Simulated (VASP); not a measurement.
Al: single point with PBEsol+D4

The system is Al.

```
CELL_PARAMETERS angstrom
-1.60516 1.60516 1.60516
1.60516 -1.60516 1.60516
1.60516 1.60516 -1.60516
ATOMIC_POSITIONS crystal
Al 0.00000 0.00000 0.00000
```

```json
{
 "Program": "VASP 6.6.1",
 "Task": "single point",
 "Functional": "PBEsol",
 "Dispersion": "D4",
 "Potentials or basis": "VASP PAW PBE potentials, release 64 (Al)",
 "Cutoff": "520 eV",
 "k mesh": "17 × 17 × 17",
 "Occupations": "fermi-dirac, width 0.05 eV",
 "Spin": "no spin polarisation",
 "Dipole correction": "no",
 "Further INCAR settings": "ALGO = Normal; EDIFF = 1e-07; NBANDS = 8"
}
```

| Property | Result |
| --- | --- |
| Pressure | -1.8 GPa |
| Dispersion energy per atom | -0.200 eV |

Levels at points of the mesh, in eV from the Fermi level:
```csv
k point,band 1,band 2,band 3,band 4
"(0.00, 0.00, 0.00)",-11.13,13.21,13.21,13.21
```

It took 11 s on 1 thread of Intel(R) Xeon(R) Platinum 8259CL CPU @ 2.50GHz (Skylake/Cascade Lake), with other jobs on the host, peak memory 0.14 GiB.

Caveat: the PAW data sets were made with another functional, which shifts forces and pressure a little; pairwise dispersion overbinds metals, which lowers pressure and volume.
